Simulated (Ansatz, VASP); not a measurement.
**NaScTe2: VASP beside Ansatz**

File INCAR:

```
PREC = Accurate
ENCUT = 520
EDIFF = 1E-7
ISMEAR = -1
SIGMA = 0.02
LREAL = F
LASPH = T
NELM = 80
ALGO = Normal
ISIF = 2
LWAVE = F
LCHARG = T
GGA = PE
LELF = T
LVHAR = T
NBANDS = 23
```

Contents of KPOINTS:

```
Automatic mesh
0
Gamma
  6 6 4
```

POSCAR

```
NaScTe2
1.0
    4.3623309909      0.0000000000      0.0000000000
    0.0000000000      4.3623309909      0.0000000000
    0.0000000000      0.0000000000      5.9859994875
Na Te Sc
1 2 1
Direct
    0.0000000000      0.0000000000      0.0000000000
    0.0000000000      0.0000000000      0.5000000000
    0.5000000000      0.5000000000      0.0000000000
    0.5000000000      0.5000000000      0.5000000000
```

Input for Ansatz:

```yaml
crystal:
  lattice:
    - [4.3623309909, 0.0, 0.0]
    - [0.0, 4.3623309909, 0.0]
    - [0.0, 0.0, 5.9859994875]
  atoms:
    - { symbol: Na, position: [0.0, 0.0, 0.0] }
    - { symbol: Te, position: [0.0, 0.0, 0.5] }
    - { symbol: Sc, position: [0.5, 0.5, 0.5] }
    - { symbol: Te, position: [0.5, 0.5, 0.0] }
kpoints:
  mp_grid: { grid: [6, 6, 4] }
hamiltonian:
  xc: pbe
scf:
  occupations: { method: fermi_dirac, width: 0.02 }
  n_extra_bands: 5
output:
  forces: true
  stress: true
  eigenvalues: true
```

Alike in both runs: task single point; functional PBE; k mesh 6 × 6 × 4; occupations fermi-dirac, width 0.02 eV; no spin polarisation.

|  | VASP | Ansatz |
| --- | --- | --- |
| version | VASP 6.6.1 | Ansatz 0.2.0 |
| potentials or method | VASP PAW PBE potentials, release 64 (Na_pv, Te, Sc_sv) | plane waves, PAW |
| plane-wave cutoff (eV) | 520 | 420 |
| valence electrons in the cell | 30 | 52 |

|  | VASP | Ansatz | Ansatz less VASP |
| --- | --- | --- | --- |
| pressure (GPa) | -1.2 | -1.2 | -0.07 |

VASP's potentials hold 30 valence electrons a cell and Ansatz's 52, so a difference there can come from the potentials and not from the codes.

Spin-orbit coupling is off throughout.
